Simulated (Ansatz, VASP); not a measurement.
**Two plane-wave programs on SnO2**

The input INCAR:

```
SYSTEM = SnO2
PREC = Accurate ; ENCUT = 520
EDIFF = 1E-6 ; ISMEAR = 0
SIGMA = 0.1 ; LREAL = .FALSE.
LASPH = .TRUE. ; NELM = 80
ALGO = Normal ; ISIF = 2
LWAVE = .FALSE. ; LCHARG = .FALSE.
GGA = PE ; NBANDS = 20
```

The input KPOINTS:

```
Automatic mesh
0
G
  12 12 12
  0 0 0
```

File POSCAR:

```
SnO2
1.0
    0.0000000000      2.6875413075      2.4558678075
    2.4558678075      0.0000000000      2.4558678075
    2.4558678075      2.6875413075      0.0000000000
Sn O
1 2
Direct
    0.0000000000      0.0000000000      0.0000000000
    0.2500000000      0.2500000000      0.2500000000
    0.7500000000      0.7500000000      0.7500000000
```

Input for Ansatz:

```yaml
crystal:
  lattice:
    - [0.0, 2.6875413075, 2.4558678075]
    - [2.4558678075, 0.0, 2.4558678075]
    - [2.4558678075, 2.6875413075, 0.0]
  atoms:
    - { symbol: Sn, position: [0.0, 0.0, 0.0] }
    - { symbol: O, position: [0.25, 0.25, 0.25] }
    - { symbol: O, position: [0.75, 0.75, 0.75] }
basis:
  ecutwfc: 420
kpoints:
  mp_grid: { grid: [12, 12, 12] }
hamiltonian:
  xc: pbe
scf:
  occupations: { method: gaussian, width: 0.1 }
output:
  forces: true
  stress: true
  eigenvalues: true
  populations: true
```

Alike in both runs: task single point; functional PBE; k mesh 12 × 12 × 12; occupations gaussian, width 0.1 eV; no spin polarisation.

|  | VASP | Ansatz |
| --- | --- | --- |
| version | VASP 6.6.1 | Ansatz 0.2.0 |
| potentials or method | VASP PAW PBE potentials, release 64 (Sn_d, O), cutoff 520 eV | scalar-relativistic, plane waves, PAW |
| valence electrons in the cell | 26 | 26 |

Ansatz gave:

| Quantity | Value |
| --- | --- |
| gap on the k mesh at the Fermi level (eV) | none |
| pressure (GPa) | 10.9 |
| traceless stress, the component that is largest in VASP (GPa) | -27.75 |

Question: What did VASP give for the same quantities?

Answer: gap on the k mesh at the Fermi level (eV): none; pressure (GPa): 11.6; traceless stress, the component that is largest in VASP (GPa): -27.72.

A gap of «none» marks a metal or a gap that the smearing closes.
